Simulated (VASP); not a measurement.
**O: single point with PBEsol**

Crystal: O.

```xyz
2
Lattice="2.9073 -1.6950 0.0000 2.9073 1.6950 0.0000 -2.4415 0.0000 3.7186" Properties=species:S:1:pos:R:3 pbc="T T T"
O     3.6050    0.0000    3.1401
O    -0.2318    0.0000    0.5785
```

```yaml
Program: VASP 6.6.1
Task: single point
Functional: PBEsol
Potentials_or_basis: VASP PAW PBE potentials, release 64 (O)
Cutoff: 520 eV
k_mesh: 10 × 10 × 7
Occupations: fermi-dirac, width 0.05 eV
Spin: no spin polarisation
```

| Property | Result |
| --- | --- |
| Pressure | -4.5 GPa |
| Largest force | 1.283 eV/Å |
| Band gap on the k mesh | zero (bands 6 and 7 overlap by 0.24 eV) |

Forces in eV/Å, atoms in the order of the input:
```
O   -0.602  0.000  1.133
O    0.602  0.000 -1.133
```

Stress tensor (GPa, compression positive):
```
-1.58  0.00  3.01
 0.00 -3.40  0.00
 3.01  0.00 -8.51
```

Levels at points of the mesh, in eV from the Fermi level:
| k point | band 3 | band 4 | band 5 | band 6 | band 7 | band 8 | band 9 | band 10 |
| --- | --- | --- | --- | --- | --- | --- | --- | --- |
| (0.00, 0.00, 0.00) | -7.49 | -5.94 | -5.91 | -0.09 | 0.16 | 6.61 | 9.71 | 14.05 |
| (0.50, 0.00, 0.00) | -7.06 | -6.95 | -6.05 | -0.25 | 0.12 | 9.32 | 10.36 | 11.10 |
| (0.50, 0.50, 0.00) | -6.87 | -6.87 | -6.25 | -0.01 | 0.33 | 9.11 | 10.60 | 11.43 |

It took 65 s on 1 thread of Intel(R) Xeon(R) Platinum 8375C CPU @ 2.90GHz (Ice Lake), on a shared host, peak memory 0.21 GiB.

Caveat: the standard files for N, O and F lose accuracy on very short bonds; spin is off for a triplet molecule; the stress differs along the axes, from -9 to -2 GPa; this functional lacks dispersion, which holds the molecules together, so the pressure and a relaxed volume are unreliable; the PAW data sets were made with another functional, which shifts forces and pressure a little.
